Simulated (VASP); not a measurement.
# BN (Fm-3m) in VASP: a series of runs

The runs below take BN through single point, with LDA, PBE.

Everything below comes from runs of VASP 6.6.1. Logs are shortened: lines on timing, memory, paths and dates and some standing lists are left out, and cuts for length are marked.

## 1. The cell of the first run

The structure is cubic, space group Fm-3m (No. 225). The conventional cell has a = 3.492 Å, b = 3.492 Å, c = 3.492 Å, α = 90.00°, β = 90.00°, γ = 90.00°. Within 2.3 Å of B (site symmetry m-3m) lie 6 N at 1.75 Å. Within 2.3 Å of N (site symmetry m-3m) lie 6 B at 1.75 Å.

## 2. Single point, LDA

Contents of INCAR:

```
SYSTEM = BN
PREC     = Accurate       ! precision mode
ENCUT    = 600            ! plane-wave cutoff, eV
EDIFF    = 1E-6           ! SCF threshold, eV
ISMEAR   = 0              ! smearing method
SIGMA    = 0.01           ! smearing width, eV
LREAL    = .FALSE.        ! projectors in reciprocal space
LASPH    = .TRUE.         ! aspherical terms in the spheres
NELM     = 120            ! most SCF steps
ALGO     = Normal         ! electronic algorithm
ISIF     = 2              ! what is computed and relaxed
LWAVE    = .FALSE.        ! write WAVECAR
LCHARG   = .TRUE.         ! write CHGCAR
LELF     = .TRUE.         ! ELF
LVHAR    = .TRUE.       
NBANDS   = 11             ! bands
GGA_COMPAT= .FALSE.
```

Contents of KPOINTS:

```
regular mesh
0
G
  4 4 4
  0 0 0
```

Contents of POSCAR:

```
BN
1.0
    0.0000000000      1.7458259346      1.7458259346
    1.7458259346      0.0000000000      1.7458259346
    1.7458259346      1.7458259346      0.0000000000
B N
1 1
Direct
    0.0000000000      0.0000000000      0.0000000000
    0.5000000000      0.5000000000      0.5000000000
```

Potentials or basis: VASP PAW LDA potentials, release 64 (B, N).

Launch:

```console
$ cat potpaw_LDA.64/B/POTCAR potpaw_LDA.64/N/POTCAR > POTCAR
$ mpirun -np 1 vasp_std > vasp.out
```

OUTCAR:

```text
SYSTEM = BN
   PREC = Accurate
   ENCUT = 600
   EDIFF = 1E-6
   ISMEAR = 0
   LREAL = .FALSE.
   LASPH = .TRUE.
   NELM = 120
   ISIF = 2

 ion  position               nearest neighbor table
   1  0.000  0.000  0.000-   2 1.75   2 1.75   2 1.75   2 1.75   2 1.75   2 1.75
   2  0.500  0.500  0.500-   1 1.75   1 1.75   1 1.75   1 1.75   1 1.75   1 1.75

  LATTYP: Found a face centered cubic cell.
 ALAT       =     3.4916518692

  Lattice vectors:

 A1 = (   0.0000000000,   1.7458259346,   1.7458259346)
 A2 = (   1.7458259346,   0.0000000000,   1.7458259346)
 A3 = (   1.7458259346,   1.7458259346,   0.0000000000)

Analysis of symmetry for initial positions (statically):
=====================================================================
 Subroutine PRICEL returns:
 Original cell was already a primitive cell.

 Routine SETGRP: Setting up the symmetry group for a
 face centered cubic supercell.

 Subroutine GETGRP returns: Found 48 space group operations
 (whereof 48 operations were pure point group operations)
 out of a pool of 48 trial point group operations.

The static configuration has the point symmetry O_h .

Analysis of symmetry for dynamics (positions and initial velocities):
=====================================================================
 Subroutine PRICEL returns:
 Original cell was already a primitive cell.

 Routine SETGRP: Setting up the symmetry group for a
 face centered cubic supercell.

 Subroutine GETGRP returns: Found 48 space group operations
 (whereof 48 operations were pure point group operations)
 out of a pool of 48 trial point group operations.

The dynamic configuration has the point symmetry O_h .

 Subroutine INISYM returns: Found 48 space group operations
 (whereof 48 operations are pure point group operations),
 and found     1 'primitive' translations

----------------------------------------------------------------------------------------

                                     Primitive cell

  volume of cell :      10.6422

  direct lattice vectors                    reciprocal lattice vectors
     0.000000000  1.745825935  1.745825935    -0.286397395  0.286397395  0.286397395
     1.745825935  0.000000000  1.745825935     0.286397395 -0.286397395  0.286397395
     1.745825935  1.745825935  0.000000000     0.286397395  0.286397395 -0.286397395

  length of vectors
     2.468970714  2.468970714  2.468970714     0.496054840  0.496054840  0.496054840

  position of ions in fractional coordinates (direct lattice)
     0.000000000  0.000000000  0.000000000
     0.500000000  0.500000000  0.500000000

  ion indices of the primitive-cell ions
   primitive index   ion index
                 1           1
[... 66 lines left out ...]
   PSTRESS=    0.0 pullay stress
   NELECT =       8.0000    total number of electrons
   NUPDOWN=      -1.0000    fix difference up-down
   EMIN   =  10.00;   EMAX   =-10.00  energy-range for DOS
   EFERMI =   0.00;   METHOD = LEGACY
   ISMEAR =     0;   SIGMA  =   0.01  broadening in eV -4-tet -1-fermi 0-gaus
   EFERMI_NEDOS =   21; number of points for ismear=-14 and -15
   IALGO  =     38    algorithm
   IMIX   =      4    mixing-type and parameters
     AMIX     =   0.40;   BMIX     =  1.00
     AMIX_MAG =   1.60;   BMIX_MAG =  1.00
  volume/ion in A,a.u.               =       5.32        35.91
  Fermi-wavevector in a.u.,A,eV,Ry     =   1.488540  2.812933 30.147133  2.215752
  Thomas-Fermi vector in A             =   2.601562
   LORBIT       =      0    0 simple, 1 ext, 2 COOP (PROOUT), +10 PAW based schemes
   GGA     = CA    functional components
   LHFCALC =     F    Hartree Fock is set to
   AEXX    =    0.0000 exact exchange contribution
   IVDW    =     0    specifies the selected vdW correction
   LEPSILON=     F    determine dielectric tensor
   LRPA    =     F    only Hartree local field effects (RPA)
 non-spin polarized calculation
 Gauss-broadening in eV      SIGMA  =   0.01
  energy-cutoff  :      600.00
  volume of cell :       10.64
 maximum number of plane-waves:       363
   NGX =  9   NGY =  9   NGZ =  9

 number of electron       8.0000000 magnetization

 Free energy of the ion-electron system (eV)
  ---------------------------------------------------
  ext. energy  EPLUGINS =         0.00000000
  ---------------------------------------------------
  free energy    TOTEN  =       -15.78022749 eV

  energy without entropy =      -15.78022749  energy(sigma->0) =      -15.78022749

 E-fermi :  10.0556     XC(G=0): -13.9100

 val. band max:        9.8692100168   @ k =   0.5000   0.0000   0.0000
 cond. band min:      11.8309023379   @ k =   0.5000   0.5000   0.0000
 fundamental gap:      1.9616923211
 Fermi energy:        10.0555655928

 k-point     1 :       0.0000    0.0000    0.0000
  band No.  band energies     occupation
      1     -11.8850      2.00000
      2       9.5919      2.00000
      3       9.5919      2.00000
      4       9.5919      2.00000
      5      19.9647      0.00000
      6      22.3264      0.00000
      7      22.3264      0.00000
      8      22.3264      0.00000
      9      29.0011      0.00000
     10      29.0011      0.00000
     11      29.0011      0.00000
[... 85 lines left out ...]
 k-point     8 :      -0.2500    0.5000    0.2500
  band No.  band energies     occupation
      1      -3.5537      2.00000
      2       0.9156      2.00000
      3       0.9156      2.00000
      4       3.5441      2.00000
      5      17.6558      0.00000
      6      18.1591      0.00000
      7      24.7354      0.00000
      8      24.7354      0.00000
      9      30.0551      0.00000
     10      30.0551      0.00000
     11      50.0502      0.00000

------------------------ aborting loop because EDIFF is reached ----------------------------------------

  FORCE on cell =-STRESS in cart. coord.  units (eV):
  Direction    XX          YY          ZZ          XY          YZ          ZX
  --------------------------------------------------------------------------------------
  -------------------------------------------------------------------------------------
  Total       -0.7063862     -0.7063862     -0.7063862      0.0000000      0.0000000      0.0000000
  in kB     -106.3457041   -106.3457041   -106.3457041      0.0000000      0.0000000      0.0000000
  external PRESSURE =    -106.3457041 kB  Pullay stress =       0.0000000 kB

 VOLUME and BASIS-vectors are now :
 -----------------------------------------------------------------------------
  energy-cutoff  :      600.00
  volume of cell :       10.64
      direct lattice vectors                 reciprocal lattice vectors
     0.000000000  1.745825935  1.745825935    -0.286397395  0.286397395  0.286397395
     1.745825935  0.000000000  1.745825935     0.286397395 -0.286397395  0.286397395
     1.745825935  1.745825935  0.000000000     0.286397395  0.286397395 -0.286397395

 POSITION                                       TOTAL-FORCE (eV/Angst)
 -----------------------------------------------------------------------------------
      0.00000      0.00000      0.00000         0.000000     -0.000000      0.000000
      1.74583      1.74583      1.74583        -0.000000      0.000000     -0.000000
 -----------------------------------------------------------------------------------
    total drift:                                0.000000      0.000000      0.000000

  FREE ENERGIE OF THE ION-ELECTRON SYSTEM (eV)
  ---------------------------------------------------
  free  energy   TOTEN  =       -15.7802274909 eV

  energy  without entropy=      -15.7802274909  energy(sigma->0) =      -15.78022749
```

OSZICAR:

```text
N       E                     dE             d eps       ncg     rms          rms(c)
DAV:   1     0.134526563533E+02    0.13453E+02   -0.55514E+03   184   0.814E+02
DAV:   2    -0.163386695630E+02   -0.29791E+02   -0.29254E+02   225   0.164E+02
DAV:   3    -0.167546669683E+02   -0.41600E+00   -0.41496E+00   203   0.156E+01
DAV:   4    -0.167549648703E+02   -0.29790E-03   -0.29790E-03   194   0.531E-01
DAV:   5    -0.167549650099E+02   -0.13965E-06   -0.13958E-06   203   0.116E-02    0.634E+00
DAV:   6    -0.157918088679E+02    0.96316E+00   -0.48253E+00   179   0.113E+01    0.227E+00
DAV:   7    -0.157851319687E+02    0.66769E-02   -0.52221E-02   194   0.220E+00    0.148E+00
DAV:   8    -0.157804207310E+02    0.47112E-02   -0.34466E-03   182   0.499E-01    0.254E-01
DAV:   9    -0.157802318294E+02    0.18890E-03   -0.51998E-04   194   0.126E-01    0.841E-02
DAV:  10    -0.157802274574E+02    0.43720E-05   -0.23143E-05   197   0.323E-02    0.718E-03
DAV:  11    -0.157802274909E+02   -0.33519E-07   -0.11103E-07    97   0.337E-03
   1 F= -.15780227E+02 E0= -.15780227E+02  d E =-.105704-153
```

Wall time 1.2 s (1 thread of Intel Xeon 6975P-C (Granite Rapids), shared host); peak memory 0.11 GiB.

What came out:

| Property | Result |
| --- | --- |
| Free energy | -15.7802 eV |
| Pressure | -10.6 GPa |
| Band gap on the k mesh | 1.96 eV, indirect (least direct gap 5.62 eV) |

Levels at points of the mesh, in eV from the valence-band top:
| k point | band 2 | band 3 | band 4 | band 5 | band 6 | band 7 |
| --- | --- | --- | --- | --- | --- | --- |
| (0.00, 0.00, 0.00) | -0.28 | -0.28 | -0.28 | 10.10 | 12.46 | 12.46 |
| (0.50, 0.00, 0.00) | -11.97 | 0.00 | 0.00 | 5.62 | 5.62 | 7.89 |
| (0.50, 0.50, 0.00) | -11.36 | -5.06 | -5.06 | 1.96 | 9.29 | 15.04 |

Caveat: the k points lie up to 0.78 Å⁻¹ apart. A k mesh can miss the band edges.

## 3. Single point, PBE

Contents of INCAR:

```
  PREC = Accurate
  ENCUT = 600
  EDIFF = 1E-6
  ISMEAR = 1
  SIGMA = 0.2
  LREAL = False
  LASPH = True
  NELM = 120
  ALGO = Normal
  ISIF = 2
  LWAVE = False
  LCHARG = True
  GGA = PE
  LELF = True
  LVHAR = True
  NBANDS = 11
  GGA_COMPAT = False
```

Contents of KPOINTS:

```
Automatic mesh
0
Gamma
  8 8 8
```

POSCAR is that of step 2.

Potentials or basis: VASP PAW PBE potentials, release 64 (B, N).

Launch:

```console
$ cat potpaw_PBE.64/B/POTCAR potpaw_PBE.64/N/POTCAR > POTCAR
$ mpirun -np 1 vasp_std > vasp.out
```

Wall time 2.4 s (1 thread of Intel Xeon 6975P-C (Granite Rapids), shared host); peak memory 0.11 GiB.

Results (log left out):

```
Free energy            : -13.9437 eV
Pressure               : 3.6 GPa
Band gap on the k mesh : 1.33 eV, indirect (least direct gap 5.85 eV)
```

Levels at points of the mesh, in eV from the valence-band top:
```
           k point  band 1  band 2  band 3  band 4  band 5  band 6  band 7  band 8
(0.00, 0.00, 0.00)  -22.42   -0.79   -0.79   -0.79    9.31   12.18   12.18   12.18
(0.50, 0.00, 0.00)  -17.23  -12.51   -0.55   -0.55    5.30    5.30    7.35   13.81
(0.50, 0.50, 0.00)  -14.40  -11.82   -5.56   -5.56    1.33    8.91   14.74   14.74
```

A k mesh can miss the band edges. PBE gaps usually lie below the measured ones, often by a third to a half.

## 4. Single point, PBE

Contents of INCAR:

```
PREC     = Accurate       # precision mode
ENCUT    = 600            # plane-wave cutoff, eV
EDIFF    = 1E-6           # SCF threshold, eV
ISMEAR   = 1              # smearing method
SIGMA    = 0.188          # smearing width, eV
LREAL    = F              # projectors in reciprocal space
LASPH    = T              # aspherical terms in the spheres
NELM     = 120            # most SCF steps
ALGO     = Normal         # electronic algorithm
ISIF     = 2              # what is computed and relaxed
LWAVE    = F              # write WAVECAR
LCHARG   = F              # write CHGCAR
GGA      = PE             # functional
NBANDS   = 11             # bands
GGA_COMPAT= F
```

KPOINTS is that of step 3.

POSCAR is that of step 3.

Launch:

```console
$ cat potpaw_PBE.64/B/POTCAR potpaw_PBE.64/N/POTCAR > POTCAR
$ mpirun -np 1 vasp_std > vasp.out
```

It took 2.2 s on 1 thread of Intel Xeon 6975P-C (Granite Rapids), shared host; peak memory 0.12 GiB.

The run converged. Its results:

* Free energy: -13.9437 eV
* Pressure: 3.6 GPa
* Band gap on the k mesh: 1.33 eV, indirect (least direct gap 5.85 eV)

Levels at points of the mesh, in eV from the valence-band top:
```
           k point  band 2  band 3  band 4  band 5  band 6  band 7
(0.00, 0.00, 0.00)   -0.79   -0.79   -0.79    9.31   12.18   12.18
(0.50, 0.00, 0.00)  -12.51   -0.55   -0.55    5.30    5.30    7.35
(0.50, 0.50, 0.00)  -11.82   -5.56   -5.56    1.33    8.91   14.74
```

A k mesh can miss the band edges. A hybrid or GW would open this gap; PBE tends to underestimate it.

## 5. Single point, PBE

Contents of INCAR:

```
SYSTEM = BN
ALGO = Normal ; EDIFF = 1E-7
ENCUT = 520 ; GGA = PE
ISIF = 2 ; ISMEAR = 0
LASPH = .TRUE. ; LCHARG = .TRUE.
LELF = .TRUE. ; LREAL = .FALSE.
LVHAR = .TRUE. ; LWAVE = .FALSE.
NBANDS = 11 ; NELM = 60
PREC = Accurate ; SIGMA = 0.01
```

Contents of KPOINTS:

```
k-points
0
G
  4 4 4
  0 0 0
```

POSCAR is that of step 4.

Launch:

```console
$ cat potpaw_PBE.64/B/POTCAR potpaw_PBE.64/N/POTCAR > POTCAR
$ mpirun -np 1 vasp_std > vasp.out
```

Wall time 2.3 s (1 thread of Intel Xeon 6975P-C, shared host); peak memory 0.11 GiB.

The run converged. Its results:

```yaml
Free_energy: -13.7361 eV
Pressure: 3.6 GPa
Band_gap_on_the_k_mesh: 1.81 eV, indirect (least direct gap 5.76 eV)
```

Levels at points of the mesh, in eV from the valence-band top:
```csv
k point,band 1,band 2,band 3,band 4,band 5,band 6,band 7,band 8
"(0.00, 0.00, 0.00)",-21.91,-0.26,-0.26,-0.26,9.84,12.66,12.66,12.66
"(0.50, 0.00, 0.00)",-16.70,-12.01,0.00,0.00,5.76,5.76,7.86,14.33
"(0.50, 0.50, 0.00)",-13.86,-11.31,-5.04,-5.04,1.81,9.40,15.25,15.25
```

Caveat: the k points lie up to 0.78 Å⁻¹ apart.

## 6. Summary

```csv
level,potentials or basis,k mesh,cutoff (eV),smearing,gap on the mesh (eV),pressure (GPa)
LDA,"VASP PAW LDA potentials, release 64 (B, N)",4 × 4 × 4,600,gaussian 0.01 eV,1.96,-10.6
PBE,"VASP PAW PBE potentials, release 64 (B, N)",8 × 8 × 8,600,methfessel-paxton 0.2 eV,1.33,3.6
PBE,"VASP PAW PBE potentials, release 64 (B, N)",8 × 8 × 8,600,methfessel-paxton 0.188 eV,1.33,3.6
PBE,"VASP PAW PBE potentials, release 64 (B, N)",4 × 4 × 4,520,gaussian 0.01 eV,1.81,3.6
```

Alike in all rows: task single point; no spin polarisation; cell as given.

Caveats: some runs use coarse meshes.

Total energies depend on the potentials used, so only differences within one code and one set of settings carry meaning.
